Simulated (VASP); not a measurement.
Set up this calculation in VASP 6.6.1, as the native input.

```yaml
Task: single point
Functional: PBE
Potentials_or_basis: VASP PAW PBE potentials, release 64 (B, Bi_d)
Cutoff: 500 eV
k_mesh: 6 × 6 × 6
Occupations: gaussian, width 0.01 eV
Spin: no spin polarisation
Dipole_correction: no
Further_INCAR_settings: ALGO = Normal; EDIFF = 1e-06; NBANDS = 16
```

The structure of BiB lies in POSCAR:

```
BiB
1.0
    0.0000000000      2.7448744693      2.7448744693
    2.7448744693      0.0000000000      2.7448744693
    2.7448744693      2.7448744693      0.0000000000
B Bi
1 1
Direct
    0.0000000000      0.0000000000      0.0000000000
    0.2500000000      0.2500000000      0.2500000000
```

The input as run:

INCAR

```
ALGO = Normal
EDIFF = 1E-6
ENCUT = 500
GGA = PE
GGA_COMPAT = F
ISIF = 2
ISMEAR = 0
LASPH = T
LCHARG = F
LREAL = F
LWAVE = F
NBANDS = 16
NELM = 120
PREC = Accurate
SIGMA = 0.01
```

KPOINTS

```
k-points
0
Gamma
  6 6 6
```

Potentials or basis: VASP PAW PBE potentials, release 64 (B, Bi_d).

The run is started by

```bash
$ cat potpaw_PBE.64/B/POTCAR potpaw_PBE.64/Bi_d/POTCAR > POTCAR
$ mpirun -np 1 vasp_std > vasp.out
```

Results of the run:

The pressure is 1.1 GPa and the band gap on the k mesh is 0.28 eV, direct.

Caveat: spin-orbit coupling is left out, which moves the levels of the heavy elements.

Run time: 10 s on 1 thread of Intel(R) Xeon(R) Platinum 8488C (Sapphire Rapids), with other jobs on the host, peak memory 0.15 GiB.
